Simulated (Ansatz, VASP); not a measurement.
## BP: VASP beside Ansatz

```
CELL_PARAMETERS angstrom
0.00000 2.22268 2.22268
2.22268 0.00000 2.22268
2.22268 2.22268 0.00000
ATOMIC_POSITIONS crystal
P 0.75000 0.75000 0.75000
B 0.00000 0.00000 0.00000
```

Alike in both runs: task single point; functional PBE; k mesh 15 × 15 × 15; occupations fermi-dirac, width 0.05 eV; no spin polarisation.

```csv
,VASP,Ansatz
version,VASP 6.6.1,Ansatz 0.2.0
potentials or method,"VASP PAW PBE potentials, release 64 (P, B), cutoff 520 eV","all-electron LAPW, scalar-relativistic"
```

|  | VASP | Ansatz | Ansatz less VASP |
| --- | --- | --- | --- |
| gap on the k mesh at the Fermi level (eV) | 1.15 | 1.16 | +0.008 |
| least direct gap on the mesh (eV) | 3.50 | 3.51 | +0.007 |

Ansatz ran all-electron here, and VASP with PAW potentials.
